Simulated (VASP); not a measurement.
**Ru: single point with PBE**

Ru:

```
Ru
1.0
    -0.13336    1.81459    1.81459
     1.81459   -0.13336    1.81459
     1.81459    1.81459   -0.13336
Ru
1
Direct
  0.00000 0.00000 0.00000
```

```yaml
Program: VASP 6.6.1
Task: single point
Functional: PBE
Potentials_or_basis: VASP PAW PBE potentials, release 64 (Ru_pv)
Cutoff: 520 eV
k_mesh: 20 × 20 × 20
Occupations: gaussian, width 0.15 eV
Spin: no spin polarisation
Dipole_correction: no
Further_INCAR_settings: ALGO = Normal; EDIFF = 1e-06; NBANDS = 13
```

```yaml
Pressure: 19.1 GPa
Band_gap_on_the_k_mesh: zero (band 7 reaches 15.44 eV, above the bottom of band 8 at 11.54 eV)
```

Stress tensor (GPa, compression positive):
```
19.08 19.36 19.36
19.36 19.08 19.36
19.36 19.36 19.08
```

Levels at points of the mesh, in eV from the Fermi level:
```
           k point  band 4  band 5  band 6  band 7  band 8  band 9  band 10  band 11
(0.00, 0.00, 0.00)   -8.06   -3.41   -3.41   -1.56    0.02    0.02    10.52    14.97
(0.50, 0.00, 0.00)   -6.25   -3.63   -1.76    0.66    1.13    2.02     9.94    10.53
(0.50, 0.50, 0.00)   -6.65   -6.16    1.46    2.17    2.69    3.80    10.52    12.35
(0.50, 0.50, 0.50)   -6.37   -3.19   -3.19    2.22    2.22    2.35    10.52    12.08
```

It took 50 s on 1 thread of Intel(R) Xeon(R) Platinum 8559C (Emerald Rapids), with other jobs on the host, peak memory 0.23 GiB.
